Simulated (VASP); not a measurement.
Here is a VASP 6.6.1 calculation.

The input INCAR:

```
SYSTEM = TiGe2As2
ALGO = Normal
EDIFF = 1E-6
ENCUT = 520
GGA = PE
ISIF = 2
ISMEAR = 0
LASPH = .True.
LCHARG = .False.
LREAL = .False.
LWAVE = .False.
NBANDS = 33
NELM = 80
PREC = Accurate
SIGMA = 0.1
```

Contents of KPOINTS:

```
k-points
0
Gamma
  9 9 6
  0 0 0
```

Contents of POSCAR:

```
TiGe2As2
1.0
    4.6479908053      0.0000000000      0.0000000000
   -2.3239954026      4.0252781139      0.0000000000
    0.0000000000      0.0000000000      7.5353168424
Ti Ge As
1 2 2
Direct
    0.0000000000      0.0000000000      0.0000000000
    0.0000000000      0.0000000000      0.3327679221
    0.0000000000      0.0000000000      0.6672320779
    0.3333333333      0.6666666667      0.5000000000
    0.6666666667      0.3333333333      0.5000000000
```

Potentials or basis: VASP PAW PBE potentials, release 64 (Ti_sv, Ge_d, As).

Run with:

```sh
$ cat potpaw_PBE.64/Ti_sv/POTCAR potpaw_PBE.64/Ge_d/POTCAR potpaw_PBE.64/As/POTCAR > POTCAR
$ mpirun -np 1 vasp_std > vasp.out
```

(1) Predict the pressure.

(2) Estimate the band gap on the k mesh.

Answers

(1) 0.1 GPa.

(2) zero (bands 25 and 26 overlap by 0.63 eV).
